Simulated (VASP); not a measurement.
Mg3B: single point with PBE

The system is Mg3B.

```
CELL_PARAMETERS angstrom
-2.03944 2.03944 4.08197
2.03944 -2.03944 4.08197
2.03944 2.03944 -4.08197
ATOMIC_POSITIONS crystal
Mg 0.50000 0.50000 0.00000
Mg 0.25000 0.75000 0.50000
Mg 0.75000 0.25000 0.50000
B 0.00000 0.00000 0.00000
```

- Program: VASP 6.6.1
- Task: single point
- Functional: PBE
- Potentials or basis: VASP PAW PBE potentials, release 64 (Mg, B)
- Cutoff: 520 eV
- k mesh: 6 × 6 × 6
- Occupations: gaussian, width 0.1 eV
- Spin: no spin polarisation

```
Pressure : -0.1 GPa
```

Stress tensor (GPa, compression positive):
```
-0.15  0.00  0.00
 0.00 -0.15  0.00
 0.00  0.00  0.13
```

Levels at points of the mesh, in eV from the Fermi level:
```csv
k point,band 2,band 3,band 4,band 5,band 6,band 7
"(0.00, 0.00, 0.00)",-1.13,-1.02,-0.02,-0.02,1.53,2.31
"(0.50, 0.00, 0.00)",-5.37,-1.94,-1.69,0.26,2.73,2.92
"(0.50, 0.50, 0.00)",-3.92,-2.58,-2.43,-2.16,-0.61,2.02
"(0.50, 0.50, 0.50)",-5.92,-1.01,-1.01,-0.41,2.09,3.96
```

Wall time 49 s on 1 thread of AMD EPYC 7R43 64-Core Processor (Zen 3), with other jobs on the host, peak memory 0.2 GiB.

Caveat: the k points lie up to 0.36 Å⁻¹ apart.
